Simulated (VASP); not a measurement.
Set up this calculation in VASP 6.6.1, as the native input.

- Task: single point
- Functional: PBE
- Potentials or basis: VASP PAW PBE potentials, release 64 (Ba_sv, Mg, Na_pv)
- Cutoff: 520 eV
- k mesh: 5 × 5 × 5
- Occupations: fermi-dirac, width 0.05 eV
- Spin: no spin polarisation
- Dipole correction: no
- Further INCAR settings: ALGO = Fast; EDIFF = 1e-06; NBANDS = 24

The structure of BaNaMg6 lies in POSCAR:

```
BaNaMg6
1.0
    5.3861500000      0.0000000000      0.0000000000
    0.0000000000      3.3405565000      6.4349645000
    0.0000000000     -3.3405565000      6.4349645000
Ba Mg Na
1 6 1
Direct
    0.5000000000      0.6777020000      0.6777020000
    0.0000000000      0.8491800000      0.8491800000
    0.0000000000      0.3324470000      0.3324470000
    0.0000000000      0.3033160000      0.8197440000
    0.0000000000      0.8197440000      0.3033160000
    0.5000000000      0.1710630000      0.6778290000
    0.5000000000      0.6778290000      0.1710630000
    0.5000000000      0.1687150000      0.1687150000
```

These files were run (other wordings do the same):

INCAR

```
SYSTEM = BaNaMg6
PREC = Accurate
ENCUT = 520
EDIFF = 1E-6
ISMEAR = -1
SIGMA = 0.05
LREAL = .FALSE.
LASPH = .TRUE.
NELM = 100
ALGO = Fast
ISIF = 2
LWAVE = .FALSE.
LCHARG = .FALSE.
GGA = PE
NBANDS = 24
```

KPOINTS

```
Automatic mesh
0
G
  5 5 5
  0 0 0
```

Potentials or basis: VASP PAW PBE potentials, release 64 (Ba_sv, Mg, Na_pv).

Run with:

```bash
$ cat potpaw_PBE.64/Ba_sv/POTCAR potpaw_PBE.64/Mg/POTCAR potpaw_PBE.64/Na_pv/POTCAR > POTCAR
$ mpirun -np 1 vasp_std > vasp.out
```

It gave:

```yaml
Pressure: 0.1 GPa
Largest_force: 0.090 eV/Å
Band_gap_on_the_k_mesh: zero (an odd number of electrons rules out a gap without spin polarisation)
```

Caveat: spin-orbit coupling is left out, which moves the levels of the heavy elements.

Run time: 4 min on 1 thread of Intel(R) Xeon(R) Platinum 8259CL CPU @ 2.50GHz (Skylake/Cascade Lake), with other jobs on the host, peak memory 0.43 GiB.
